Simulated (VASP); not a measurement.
# P (Cmmm) in VASP: single point with PBE

Aim: the single point of P with PBE.

All numbers are computed with VASP 6.6.1; they aren't measurements. Logs are shortened: lines on timing, memory, paths and dates and some standing lists are left out, and cuts for length are marked.

## Step 1: The cell of the first run

The structure is orthorhombic, space group Cmmm (No. 65). Conventional cell: a = 2.506 Å, b = 4.803 Å, c = 2.456 Å, α = 90.00°, β = 90.00°, γ = 90.00°. Within 3.2 Å of P (site symmetry mmm) lie 8 P at 2.46 to 2.71 Å.

The cell was generated, and may not be a known phase.

## Step 2: Single point, PBE

File INCAR:

```
  PREC = Accurate
  ENCUT = 520
  EDIFF = 1E-6
  ISMEAR = 0
  SIGMA = 0.1
  LREAL = False
  LASPH = True
  NELM = 100
  ALGO = Normal
  ISIF = 2
  LWAVE = False
  LCHARG = False
  GGA = PE
  NBANDS = 8
```

File KPOINTS:

```
regular mesh
0
Gamma
  24 24 22
```

File POSCAR:

```
P
1.0
    1.2530348917     -2.4014995684      0.0000000000
    1.2530348917      2.4014995684      0.0000000000
    0.0000000000      0.0000000000      2.4560393962
P
1
Direct
    0.0000000000      0.0000000000      0.0000000000
```

Potentials or basis: VASP PAW PBE potentials, release 64 (P).

Started as:

```
cat potpaw_PBE.64/P/POTCAR > POTCAR
mpirun -np 1 vasp_std > vasp.out
```

OUTCAR:

```text
PREC = Accurate
   ENCUT = 520
   EDIFF = 1E-6
   ISMEAR = 0
   LREAL = False
   LASPH = True
   NELM = 100
   ISIF = 2
   GGA = PE

 ion  position               nearest neighbor table
   1  0.000  0.000  0.000-

  LATTYP: Found a base centered orthorhombic cell.
 ALAT       =     2.5060697834
 B/A-ratio  =     1.9165464460
 C/A-ratio  =     0.9800363152

  Lattice vectors:

 A1 = (   1.2530348917,  -2.4014995684,   0.0000000000)
 A2 = (   1.2530348917,   2.4014995684,   0.0000000000)
 A3 = (   0.0000000000,   0.0000000000,   2.4560393962)

Analysis of symmetry for initial positions (statically):
=====================================================================
 Subroutine PRICEL returns:
 Original cell was already a primitive cell.

 Routine SETGRP: Setting up the symmetry group for a
 base centered orthorhombic supercell.

 Subroutine GETGRP returns: Found  8 space group operations
 (whereof  8 operations were pure point group operations)
 out of a pool of  8 trial point group operations.

The static configuration has the point symmetry D_2h.

Analysis of symmetry for dynamics (positions and initial velocities):
=====================================================================
 Subroutine PRICEL returns:
 Original cell was already a primitive cell.

 Routine SETGRP: Setting up the symmetry group for a
 base centered orthorhombic supercell.

 Subroutine GETGRP returns: Found  8 space group operations
 (whereof  8 operations were pure point group operations)
 out of a pool of  8 trial point group operations.

The dynamic configuration has the point symmetry D_2h.

 Subroutine INISYM returns: Found  8 space group operations
 (whereof  8 operations are pure point group operations),
 and found     1 'primitive' translations

----------------------------------------------------------------------------------------

                                     Primitive cell

  volume of cell :      14.7812

  direct lattice vectors                    reciprocal lattice vectors
     1.253034892 -2.401499568  0.000000000     0.399031187 -0.208203244  0.000000000
     1.253034892  2.401499568  0.000000000     0.399031187  0.208203244  0.000000000
     0.000000000  0.000000000  2.456039396     0.000000000  0.000000000  0.407159593

  length of vectors
     2.708744472  2.708744472  2.456039396     0.450082747  0.450082747  0.407159593

  position of ions in fractional coordinates (direct lattice)
     0.000000000  0.000000000  0.000000000

[... 77 lines left out ...]
   EDIFFG = 0.1E-04   stopping-criterion for IOM
   NSW    =      0    number of steps for IOM
   IBRION =     -1    ionic relax: 0-MD 1-quasi-New 2-CG
   NFREE  =      0    steps in history (QN), initial steepest desc. (CG)
   ISIF   =      2    stress and relaxation
   ISYM   =      2    0-nonsym 1-usesym 2-fastsym
   POTIM  = 0.5000    time-step for ionic-motion
   TEBEG  =    0.0;   TEEND  =   0.0 temperature during run
   PSTRESS=    0.0 pullay stress
   NELECT =       5.0000    total number of electrons
   NUPDOWN=      -1.0000    fix difference up-down
   EMIN   =  10.00;   EMAX   =-10.00  energy-range for DOS
   EFERMI =   0.00;   METHOD = LEGACY
   ISMEAR =     0;   SIGMA  =   0.10  broadening in eV -4-tet -1-fermi 0-gaus
   EFERMI_NEDOS =   21; number of points for ismear=-14 and -15
   IALGO  =     38    algorithm
   IMIX   =      4    mixing-type and parameters
     AMIX     =   0.40;   BMIX     =  1.00
     AMIX_MAG =   1.60;   BMIX_MAG =  1.00
  volume/ion in A,a.u.               =      14.78        99.75
  Fermi-wavevector in a.u.,A,eV,Ry     =   1.140673  2.155559 17.703015  1.301135
  Thomas-Fermi vector in A             =   2.277375
   LORBIT       =      0    0 simple, 1 ext, 2 COOP (PROOUT), +10 PAW based schemes
   GGA     = PE    functional components
   LHFCALC =     F    Hartree Fock is set to
   AEXX    =    0.0000 exact exchange contribution
   IVDW    =     0    specifies the selected vdW correction
   LEPSILON=     F    determine dielectric tensor
   LRPA    =     F    only Hartree local field effects (RPA)
 non-spin polarized calculation
 Gauss-broadening in eV      SIGMA  =   0.10
  energy-cutoff  :      520.00
  volume of cell :       14.78
 maximum number of plane-waves:       416
   NGX = 11   NGY = 11   NGZ =  9

 number of electron       4.9999999 magnetization

 Free energy of the ion-electron system (eV)
  ---------------------------------------------------
  ext. energy  EPLUGINS =         0.00000000
  ---------------------------------------------------
  free energy    TOTEN  =        -4.93185213 eV

  energy without entropy =       -4.93002201  energy(sigma->0) =       -4.93093707

 E-fermi :   9.5365     XC(G=0): -11.2984

 val. band max:        9.5358572818   @ k =  -0.3750   0.2500   0.2273
 cond. band min:       9.5434796576   @ k =  -0.3750   0.0833   0.0000
 fundamental gap:      0.0076223757
 Fermi energy:         9.5364729114

 k-point     1 :       0.0000    0.0000    0.0000
  band No.  band energies     occupation
      1      -6.8070      2.00000
      2      14.3009      0.00000
      3      14.4772      0.00000
      4      16.4084      0.00000
      5      16.5657      0.00000
      6      19.3141      0.00000
      7      22.8740      0.00000
      8      25.6032      0.00000
[... 243 lines left out ...]
 k-point    24 :       0.4583    0.0417    0.0000
  band No.  band energies     occupation
      1      -0.9846      2.00000
      2       1.6014      2.00000
      3      10.3789      0.00000
      4      15.1014      0.00000
      5      18.1660      0.00000
      6      24.1087      0.00000
      7      24.2393      0.00000
      8      28.1363      0.00000

 [... further k-points ...]

------------------------ aborting loop because EDIFF is reached ----------------------------------------

  FORCE on cell =-STRESS in cart. coord.  units (eV):
  Direction    XX          YY          ZZ          XY          YZ          ZX
  --------------------------------------------------------------------------------------
  -------------------------------------------------------------------------------------
  Total       -0.0231662     -0.0105801     -0.0221123      0.0000000      0.0000000      0.0000000
  in kB       -2.5110428     -1.1468054     -2.3968084      0.0000000      0.0000000      0.0000000
  external PRESSURE =      -2.0182189 kB  Pullay stress =       0.0000000 kB

 VOLUME and BASIS-vectors are now :
 -----------------------------------------------------------------------------
  energy-cutoff  :      520.00
  volume of cell :       14.78
      direct lattice vectors                 reciprocal lattice vectors
     1.253034892 -2.401499568  0.000000000     0.399031187 -0.208203244  0.000000000
     1.253034892  2.401499568  0.000000000     0.399031187  0.208203244  0.000000000
     0.000000000  0.000000000  2.456039396     0.000000000  0.000000000  0.407159593

 POSITION                                       TOTAL-FORCE (eV/Angst)
 -----------------------------------------------------------------------------------
      0.00000      0.00000      0.00000         0.000000      0.000000      0.000000
 -----------------------------------------------------------------------------------
    total drift:                               -0.000000     -0.000000     -0.000000

  FREE ENERGIE OF THE ION-ELECTRON SYSTEM (eV)
  ---------------------------------------------------
  free  energy   TOTEN  =        -4.9318521321 eV

  energy  without entropy=       -4.9300220094  energy(sigma->0) =       -4.93093707
```

stdout:

```text
POSCAR found type information on POSCAR P
 POSCAR found :  1 types and       1 ions
 scaLAPACK will be used
 LDA part: xc-table for (Slater+PW92), standard interpolation
 POSCAR, INCAR and KPOINTS ok, starting setup
 FFT: planning ... GRIDC
 FFT: planning ... GRID_SOFT
 FFT: planning ... GRID
 WAVECAR not read
 entering main loop
```

It took 65 s on 1 thread of AMD EPYC 9R45 (Zen 5), shared host; peak memory 0.25 GiB.

Results:

```yaml
Free_energy: -4.9319 eV
Pressure: -0.2 GPa
Band_gap_on_the_k_mesh: zero (an odd number of electrons rules out a gap without spin polarisation)
```

Levels at points of the mesh, in eV from the Fermi level:
```csv
k point,band 1,band 2,band 3,band 4,band 5,band 6,band 7
"(0.00, 0.00, 0.00)",-16.34,4.76,4.94,6.87,7.03,9.78,13.34
"(0.50, 0.00, 0.00)",-10.46,-8.06,1.25,5.09,8.64,14.62,14.65
"(0.50, 0.50, 0.00)",-11.87,-8.30,3.95,6.86,7.73,14.03,14.56
"(0.00, 0.00, 0.50)",-12.10,-8.53,7.39,9.56,12.36,14.20,15.85
"(0.50, 0.00, 0.50)",-5.59,-4.80,-4.06,1.66,4.08,9.39,10.92
"(0.50, 0.50, 0.50)",-7.25,-5.06,-4.91,1.24,6.71,11.58,13.43
```
